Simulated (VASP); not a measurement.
A run of VASP 6.6.1:

Contents of INCAR:

```
SYSTEM = ZnSe
  PREC = Accurate
  ENCUT = 520
  EDIFF = 1E-6
  ISMEAR = 0
  SIGMA = 0.01
  LREAL = .False.
  LASPH = .True.
  NELM = 100
  ALGO = Normal
  ISIF = 2
  LWAVE = .False.
  LCHARG = .False.
  GGA = PE
  NBANDS = 16
```

Contents of KPOINTS:

```
Automatic mesh
0
Gamma
  6 6 6
  0 0 0
```

POSCAR

```
ZnSe
1.0
    0.0000000000      2.8984364893      2.8984364893
    2.8984364893      0.0000000000      2.8984364893
    2.8984364893      2.8984364893      0.0000000000
Zn Se
1 1
Direct
    0.0000000000      0.0000000000      0.0000000000
    0.2500000000      0.2500000000      0.2500000000
```

Potentials or basis: VASP PAW PBE potentials, release 64 (Zn, Se).

Run with:

```bash
$ cat potpaw_PBE.64/Zn/POTCAR potpaw_PBE.64/Se/POTCAR > POTCAR
$ mpirun -np 1 vasp_std > vasp.out
```

Hardware: 1 thread of AMD EPYC 9R45 96-Core Processor (Zen 5) (shared host).

How long does it take, and how much memory?

Wall time 10 s on 1 thread of AMD EPYC 9R45 96-Core Processor (Zen 5) (shared host), peak memory 0.14 GiB. Counts: scf iterations 13, k points 16.
